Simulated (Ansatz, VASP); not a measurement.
# Sc2GeTe4: VASP beside Ansatz

```
CELL_PARAMETERS angstrom
7.76888 -2.09385 0.09180
7.76888 2.09385 0.09180
-3.23655 0.00000 6.46529
ATOMIC_POSITIONS crystal
Sc 0.74097 0.74097 0.72101
Sc 0.25903 0.25903 0.27899
Ge 0.00000 0.00000 0.00000
Te 0.12217 0.12217 0.45784
Te 0.87783 0.87783 0.54216
Te 0.63594 0.63594 0.97816
Te 0.36406 0.36406 0.02184
```

Alike in both runs: functional PBE; k mesh 4 × 4 × 3; occupations gaussian, width 0.2 eV; no spin polarisation.

Ansatz relaxed the structure, and its values are those at the end. VASP's run is a single point on that final structure, the one shown.

```csv
,VASP,Ansatz
version,VASP 6.6.1,Ansatz 0.2.0
potentials or method,"VASP PAW PBE potentials, release 64 (Sc_sv, Ge_d, Te), cutoff 520 eV","scalar-relativistic, plane waves, PAW"
valence electrons in the cell,60,100
```

```tsv
	VASP	Ansatz	Ansatz less VASP
gap on the k mesh at the Fermi level (eV)	0.47	0.47	+0.008
least direct gap on the mesh (eV)	0.67	0.67	+0.008
pressure (GPa)	0.1	0.0	-0.06
rms of the force components (eV/Å)	0.010	0.007	-0.0031
```

VASP's potentials hold 60 valence electrons a cell and Ansatz's 100, so a difference there can come from the potentials and not from the codes.

Spin-orbit coupling is off throughout.
